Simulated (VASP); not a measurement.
# WSe2 (P6_3/mmc) in VASP: notebook

The runs below take WSe2 through single point, with PBE.

Program: VASP 6.6.1. These are calculated values, not measurements. Logs are shortened: lines on timing, memory, paths and dates and some standing lists are left out, and cuts for length are marked.

### 1 The cell of the first run

Symmetry: P6_3/mmc, No. 194, hexagonal system. The conventional cell has a = 3.221 Å, b = 3.221 Å, c = 14.593 Å, α = 90.00°, β = 90.00°, γ = 120.00°. W (site symmetry -6m2) has 6 Se at 2.53 Å and 6 W at 3.22 Å within 3.3 Å. Se (site symmetry 3m) has 3 W at 2.53 Å and 7 Se at 3.22 to 3.43 Å within 3.5 Å.

### 2 Single point, PBE

INCAR

```
SYSTEM = WSe2
PREC = Accurate
ENCUT = 520
EDIFF = 1E-6
ISMEAR = 0
SIGMA = 0.02
LREAL = .False.
LASPH = .True.
NELM = 100
ALGO = Normal
ISIF = 2
LWAVE = .False.
LCHARG = .False.
GGA = PE
NBANDS = 35
```

KPOINTS

```
Automatic mesh
0
Gamma
  12 12 2
  0 0 0
```

POSCAR

```
WSe2
1.0
    3.2213570789      0.0000000000      0.0000000000
   -1.6106785395      2.7897770650      0.0000000000
    0.0000000000      0.0000000000     14.5925062743
W Se
2 4
Direct
    0.6666666667      0.3333333333      0.7500000000
    0.3333333333      0.6666666667      0.2500000000
    0.3333333333      0.6666666667      0.8675783640
    0.6666666667      0.3333333333      0.3675783640
    0.3333333333      0.6666666667      0.6324216360
    0.6666666667      0.3333333333      0.1324216360
```

Potentials or basis: VASP PAW PBE potentials, release 64 (W_sv, Se).

Launch:

```console
> cat potpaw_PBE.64/W_sv/POTCAR potpaw_PBE.64/Se/POTCAR > POTCAR
> mpirun -np 1 vasp_std > vasp.out
```

OUTCAR:

```text
SYSTEM = WSe2
   PREC = Accurate
   ENCUT = 520
   EDIFF = 1E-6
   ISMEAR = 0
   LREAL = .False.
   LASPH = .True.
   NELM = 100
   ISIF = 2
   GGA = PE

 ion  position               nearest neighbor table
   1  0.667  0.333  0.750-   3 2.53   5 2.53   3 2.53   5 2.53   3 2.53   5 2.53
   2  0.333  0.667  0.250-   4 2.53   6 2.53   4 2.53   6 2.53   4 2.53   6 2.53
   3  0.333  0.667  0.868-   1 2.53   1 2.53   1 2.53
   4  0.667  0.333  0.368-   2 2.53   2 2.53   2 2.53
   5  0.333  0.667  0.632-   1 2.53   1 2.53   1 2.53
   6  0.667  0.333  0.132-   2 2.53   2 2.53   2 2.53

  LATTYP: Found a hexagonal cell.
 ALAT       =     3.2213570789
 C/A-ratio  =     4.5299250958

  Lattice vectors:

 A1 = (   3.2213570789,   0.0000000000,   0.0000000000)
 A2 = (  -1.6106785395,   2.7897770650,   0.0000000000)
 A3 = (   0.0000000000,   0.0000000000,  14.5925062743)

Analysis of symmetry for initial positions (statically):
=====================================================================
 Subroutine PRICEL returns:
 Original cell was already a primitive cell.

 Routine SETGRP: Setting up the symmetry group for a
 hexagonal supercell.

 Subroutine GETGRP returns: Found 24 space group operations
 (whereof 12 operations were pure point group operations)
 out of a pool of 24 trial point group operations.

The static configuration has the point symmetry D_3d.
 The point group associated with its full space group is D_6h.

Analysis of symmetry for dynamics (positions and initial velocities):
=====================================================================
 Subroutine PRICEL returns:
 Original cell was already a primitive cell.

 Routine SETGRP: Setting up the symmetry group for a
 hexagonal supercell.

 Subroutine GETGRP returns: Found 24 space group operations
 (whereof 12 operations were pure point group operations)
 out of a pool of 24 trial point group operations.

The dynamic configuration has the point symmetry D_3d.
 The point group associated with its full space group is D_6h.

 Subroutine INISYM returns: Found 24 space group operations
 (whereof 12 operations are pure point group operations),
 and found     1 'primitive' translations

----------------------------------------------------------------------------------------

                                     Primitive cell

  volume of cell :     131.1409

  direct lattice vectors                    reciprocal lattice vectors
[... 98 lines left out ...]
   NSW    =      0    number of steps for IOM
   IBRION =     -1    ionic relax: 0-MD 1-quasi-New 2-CG
   NFREE  =      0    steps in history (QN), initial steepest desc. (CG)
   ISIF   =      2    stress and relaxation
   ISYM   =      2    0-nonsym 1-usesym 2-fastsym
   POTIM  = 0.5000    time-step for ionic-motion
   TEBEG  =    0.0;   TEEND  =   0.0 temperature during run
   PSTRESS=    0.0 pullay stress
   NELECT =      52.0000    total number of electrons
   NUPDOWN=      -1.0000    fix difference up-down
   EMIN   =  10.00;   EMAX   =-10.00  energy-range for DOS
   EFERMI =   0.00;   METHOD = LEGACY
   ISMEAR =     0;   SIGMA  =   0.02  broadening in eV -4-tet -1-fermi 0-gaus
   EFERMI_NEDOS =   21; number of points for ismear=-14 and -15
   IALGO  =     38    algorithm
   IMIX   =      4    mixing-type and parameters
     AMIX     =   0.40;   BMIX     =  1.00
     AMIX_MAG =   1.60;   BMIX_MAG =  1.00
  volume/ion in A,a.u.               =      21.86       147.50
  Fermi-wavevector in a.u.,A,eV,Ry     =   1.202716  2.272804 19.681188  1.446526
  Thomas-Fermi vector in A             =   2.338490
   LORBIT       =      0    0 simple, 1 ext, 2 COOP (PROOUT), +10 PAW based schemes
   GGA     = PE    functional components
   LHFCALC =     F    Hartree Fock is set to
   AEXX    =    0.0000 exact exchange contribution
   IVDW    =     0    specifies the selected vdW correction
   LEPSILON=     F    determine dielectric tensor
   LRPA    =     F    only Hartree local field effects (RPA)
 non-spin polarized calculation
 Gauss-broadening in eV      SIGMA  =   0.02
  energy-cutoff  :      520.00
  volume of cell :      131.14
 maximum number of plane-waves:      3570
 NGX is ok and might be reduce to    24
   NGX = 11   NGY = 11   NGZ = 55

 number of electron      52.0000011 magnetization

 Free energy of the ion-electron system (eV)
  ---------------------------------------------------
  ext. energy  EPLUGINS =         0.00000000
  ---------------------------------------------------
  free energy    TOTEN  =       -43.08217387 eV

  energy without entropy =      -43.08217387  energy(sigma->0) =      -43.08217387

 E-fermi :   5.3971     XC(G=0): -10.1581

 val. band max:        5.2125786053   @ k =   0.3333   0.3333   0.0000
 cond. band min:       6.4142643454   @ k =   0.1667   0.1667   0.0000
 fundamental gap:      1.2016857401
 Fermi energy:         5.3970868861

 k-point     1 :       0.0000    0.0000    0.0000
  band No.  band energies     occupation
      1     -68.8053      2.00000
      2     -68.8053      2.00000
      3     -33.0940      2.00000
      4     -33.0940      2.00000
      5     -32.8910      2.00000
      6     -32.8910      2.00000
[... 901 lines left out ...]
     34       9.4951      0.00000
     35      11.2301      0.00000

 [... further k-points ...]

------------------------ aborting loop because EDIFF is reached ----------------------------------------

  FORCE on cell =-STRESS in cart. coord.  units (eV):
  Direction    XX          YY          ZZ          XY          YZ          ZX
  --------------------------------------------------------------------------------------
  -------------------------------------------------------------------------------------
  Total        5.6971510      5.6971510      0.5253591     -0.0000000      0.0000000      0.0000000
  in kB       69.6033360     69.6033360      6.4184271     -0.0000000      0.0000000      0.0000000
  external PRESSURE =      48.5416997 kB  Pullay stress =       0.0000000 kB

 VOLUME and BASIS-vectors are now :
 -----------------------------------------------------------------------------
  energy-cutoff  :      520.00
  volume of cell :      131.14
      direct lattice vectors                 reciprocal lattice vectors
     3.221357079  0.000000000  0.000000000     0.310428175  0.179225791  0.000000000
    -1.610678540  2.789777065  0.000000000     0.000000000  0.358451581  0.000000000
     0.000000000  0.000000000 14.592506274     0.000000000  0.000000000  0.068528324

 POSITION                                       TOTAL-FORCE (eV/Angst)
 -----------------------------------------------------------------------------------
      1.61068      0.92993     10.94438        -0.000000      0.000000      0.000000
     -0.00000      1.85985      3.64813         0.000000     -0.000000      0.000000
     -0.00000      1.85985     12.66014         0.000000     -0.000000      0.048932
      1.61068      0.92993      5.36389        -0.000000      0.000000      0.048932
     -0.00000      1.85985      9.22862         0.000000     -0.000000     -0.048932
      1.61068      0.92993      1.93236        -0.000000      0.000000     -0.048932
 -----------------------------------------------------------------------------------
    total drift:                               -0.000000      0.000000     -0.000000

  FREE ENERGIE OF THE ION-ELECTRON SYSTEM (eV)
  ---------------------------------------------------
  free  energy   TOTEN  =       -43.0821738671 eV

  energy  without entropy=      -43.0821738671  energy(sigma->0) =      -43.08217387
```

OSZICAR:

```text
N       E                     dE             d eps       ncg     rms          rms(c)
DAV:   1     0.501441676189E+03    0.50144E+03   -0.27797E+04  2972   0.143E+03
DAV:   2    -0.129432922302E+02   -0.51438E+03   -0.49567E+03  3131   0.385E+02
DAV:   3    -0.441829851049E+02   -0.31240E+02   -0.30700E+02  3273   0.895E+01
DAV:   4    -0.449281830697E+02   -0.74520E+00   -0.74120E+00  3252   0.141E+01
DAV:   5    -0.449397148614E+02   -0.11532E-01   -0.11517E-01  3223   0.189E+00    0.307E+01
DAV:   6    -0.434964999576E+02    0.14432E+01   -0.54002E+00  3069   0.153E+01    0.111E+01
DAV:   7    -0.432737724692E+02    0.22273E+00   -0.28968E+00  2885   0.796E+00    0.558E+00
DAV:   8    -0.430801994145E+02    0.19357E+00   -0.43798E-01  2965   0.445E+00    0.128E+00
DAV:   9    -0.430836954815E+02   -0.34961E-02   -0.68351E-02  3141   0.123E+00    0.100E+00
DAV:  10    -0.430821324831E+02    0.15630E-02   -0.14745E-02  2942   0.822E-01    0.130E-01
DAV:  11    -0.430821449404E+02   -0.12457E-04   -0.16738E-03  2912   0.261E-01    0.175E-01
DAV:  12    -0.430821327113E+02    0.12229E-04   -0.77312E-05  3160   0.495E-02    0.102E-01
DAV:  13    -0.430821699013E+02   -0.37190E-04   -0.70624E-05  2894   0.468E-02    0.881E-03
DAV:  14    -0.430821734082E+02   -0.35070E-05   -0.85106E-06  2840   0.133E-02    0.789E-03
DAV:  15    -0.430821738671E+02   -0.45887E-06   -0.10619E-06  2248   0.601E-03
   1 F= -.43082174E+02 E0= -.43082174E+02  d E =-.855151E-41
```

Wall time 77 s (1 thread of Intel Xeon 6975P-C (Granite Rapids), shared host); peak memory 0.32 GiB.

What came out:

* Free energy: -43.0822 eV
* Pressure: 4.9 GPa
* Largest force: 0.049 eV/Å
* Band gap on the k mesh: 1.20 eV (least direct gap 1.92 eV)

Forces in eV/Å, atoms in the order of the input:
```
W    0.000  0.000  0.000
W    0.000  0.000  0.000
Se   0.000  0.000  0.049
Se   0.000  0.000  0.049
Se   0.000  0.000 -0.049
Se   0.000  0.000 -0.049
```

Caveat: the stress differs along the axes, from 1 to 7 GPa; spin-orbit coupling is left out, which moves the levels of the heavy elements; this functional lacks dispersion, which binds layers or chains, so the pressure and a relaxed spacing across them are unreliable. A k mesh can miss the band edges.

[end of part 1 of 3]
